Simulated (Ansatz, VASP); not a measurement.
## Two plane-wave programs on MoS2

Contents of INCAR:

```
SYSTEM = MoS2
PREC = Accurate
ENCUT = 520
EDIFF = 1E-6
ISMEAR = -1
SIGMA = 0.0948
LREAL = Auto
LASPH = .True.
NELM = 80
ALGO = Fast
ISIF = 2
LWAVE = .False.
LCHARG = .False.
GGA = PE
IVDW = 12
NBANDS = 194
```

Contents of KPOINTS:

```
Automatic mesh
0
Gamma
  3 3 3
  0 0 0
```

POSCAR

```
MoS2
1.0
    4.7001865774     -4.5227566429      5.9589013408
    1.5667288591      6.3318593000      5.9589013408
   -6.2669154366     -1.8091026571      5.9589013408
Mo S
13 26
Direct
    0.2307692308      0.0769230769      0.6923076923
    1.0000000000      1.0000000000      1.0000000000
    0.4615384615      0.1538461538      0.3846153846
    0.9230769231      0.3076923077      0.7692307692
    0.1538461538      0.3846153846      0.4615384615
    0.6153846154      0.5384615385      0.8461538462
    0.3076923077      0.7692307692      0.9230769231
    0.6923076923      0.2307692308      0.0769230769
    0.3846153846      0.4615384615      0.1538461538
    0.8461538462      0.6153846154      0.5384615385
    0.0769230769      0.6923076923      0.2307692308
    0.5384615385      0.8461538462      0.6153846154
    0.7692307692      0.9230769231      0.3076923077
    0.9870996896      0.8332535358      0.4486381512
    0.7563304589      0.7563304589      0.7563304589
    0.2178689204      0.9101766127      0.1409458435
    0.6794073820      0.0640227666      0.5255612281
    0.9101766127      0.1409458435      0.2178689204
    0.3717150743      0.2947919973      0.6024843050
    0.0640227666      0.5255612281      0.6794073820
    0.4486381512      0.9870996896      0.8332535358
    0.1409458435      0.2178689204      0.9101766127
    0.6024843050      0.3717150743      0.2947919973
    0.8332535358      0.4486381512      0.9870996896
    0.2947919973      0.6024843050      0.3717150743
    0.5255612281      0.6794073820      0.0640227666
    0.4744387719      0.3205926180      0.9359772334
    0.2436695411      0.2436695411      0.2436695411
    0.7052080027      0.3975156950      0.6282849257
    0.1667464642      0.5513618488      0.0129003104
    0.3975156950      0.6282849257      0.7052080027
    0.8590541565      0.7821310796      0.0898233873
    0.5513618488      0.0129003104      0.1667464642
    0.9359772334      0.4744387719      0.3205926180
    0.6282849257      0.7052080027      0.3975156950
    0.0898233873      0.8590541565      0.7821310796
    0.3205926180      0.9359772334      0.4744387719
    0.7821310796      0.0898233873      0.8590541565
    0.0129003104      0.1667464642      0.5513618488
```

Input for Ansatz:

```yaml
crystal:
  lattice:
    - [4.7001865774, -4.5227566429, 5.9589013408]
    - [1.5667288591, 6.3318593, 5.9589013408]
    - [-6.2669154366, -1.8091026571, 5.9589013408]
  atoms:
    - { symbol: Mo, position: [0.2307692308, 0.0769230769, 0.6923076923] }
    - { symbol: Mo, position: [1.0, 1.0, 1.0] }
    - { symbol: Mo, position: [0.4615384615, 0.1538461538, 0.3846153846] }
    - { symbol: Mo, position: [0.9230769231, 0.3076923077, 0.7692307692] }
    - { symbol: Mo, position: [0.1538461538, 0.3846153846, 0.4615384615] }
    - { symbol: Mo, position: [0.6153846154, 0.5384615385, 0.8461538462] }
    - { symbol: Mo, position: [0.3076923077, 0.7692307692, 0.9230769231] }
    - { symbol: Mo, position: [0.6923076923, 0.2307692308, 0.0769230769] }
    - { symbol: Mo, position: [0.3846153846, 0.4615384615, 0.1538461538] }
    - { symbol: Mo, position: [0.8461538462, 0.6153846154, 0.5384615385] }
    - { symbol: Mo, position: [0.0769230769, 0.6923076923, 0.2307692308] }
    - { symbol: Mo, position: [0.5384615385, 0.8461538462, 0.6153846154] }
    - { symbol: Mo, position: [0.7692307692, 0.9230769231, 0.3076923077] }
    - { symbol: S, position: [0.9870996896, 0.8332535358, 0.4486381512] }
    - { symbol: S, position: [0.7563304589, 0.7563304589, 0.7563304589] }
    - { symbol: S, position: [0.2178689204, 0.9101766127, 0.1409458435] }
    - { symbol: S, position: [0.679407382, 0.0640227666, 0.5255612281] }
    - { symbol: S, position: [0.9101766127, 0.1409458435, 0.2178689204] }
    - { symbol: S, position: [0.3717150743, 0.2947919973, 0.602484305] }
    - { symbol: S, position: [0.0640227666, 0.5255612281, 0.679407382] }
    - { symbol: S, position: [0.4486381512, 0.9870996896, 0.8332535358] }
    - { symbol: S, position: [0.1409458435, 0.2178689204, 0.9101766127] }
    - { symbol: S, position: [0.602484305, 0.3717150743, 0.2947919973] }
    - { symbol: S, position: [0.8332535358, 0.4486381512, 0.9870996896] }
    - { symbol: S, position: [0.2947919973, 0.602484305, 0.3717150743] }
    - { symbol: S, position: [0.5255612281, 0.679407382, 0.0640227666] }
    - { symbol: S, position: [0.4744387719, 0.320592618, 0.9359772334] }
    - { symbol: S, position: [0.2436695411, 0.2436695411, 0.2436695411] }
    - { symbol: S, position: [0.7052080027, 0.397515695, 0.6282849257] }
    - { symbol: S, position: [0.1667464642, 0.5513618488, 0.0129003104] }
    - { symbol: S, position: [0.397515695, 0.6282849257, 0.7052080027] }
    - { symbol: S, position: [0.8590541565, 0.7821310796, 0.0898233873] }
    - { symbol: S, position: [0.5513618488, 0.0129003104, 0.1667464642] }
    - { symbol: S, position: [0.9359772334, 0.4744387719, 0.320592618] }
    - { symbol: S, position: [0.6282849257, 0.7052080027, 0.397515695] }
    - { symbol: S, position: [0.0898233873, 0.8590541565, 0.7821310796] }
    - { symbol: S, position: [0.320592618, 0.9359772334, 0.4744387719] }
    - { symbol: S, position: [0.7821310796, 0.0898233873, 0.8590541565] }
    - { symbol: S, position: [0.0129003104, 0.1667464642, 0.5513618488] }
basis:
  ecutwfc: 420
kpoints:
  mp_grid: { grid: [3, 3, 3], shift: [0.0, 0.0, 0.0] }
hamiltonian:
  xc: pbe
  dispersion: d3bj
scf:
  occupations: { method: fermi_dirac, width: 0.0948 }
output:
  forces: true
  stress: true
  eigenvalues: true
```

Alike in both runs: task single point; functional PBE; dispersion D3(BJ); k mesh 3 × 3 × 3; occupations fermi-dirac, width 0.0948 eV; no spin polarisation.

|  | VASP | Ansatz |
| --- | --- | --- |
| version | VASP 6.6.1 | Ansatz 0.2.0 |
| potentials or method | VASP PAW PBE potentials, release 64 (Mo_sv, S), cutoff 520 eV | scalar-relativistic, plane waves, PAW |
| valence electrons in the cell | 338 | 338 |

Ansatz gave:

* gap on the k mesh at the Fermi level (eV): none
* pressure (GPa): 0.1
* traceless stress, the component that is largest in VASP (GPa): -0.20
* rms of the force components (eV/Å): 0.008

**Question.** Estimate VASP's values.

**Answer.** gap on the k mesh at the Fermi level (eV): none; pressure (GPa): 0.0; traceless stress, the component that is largest in VASP (GPa): -0.21; rms of the force components (eV/Å): 0.014.

Atom by atom the forces differ by 0.006 eV/Å (rms over components). A gap of «none» marks a metal or a gap that the smearing closes.
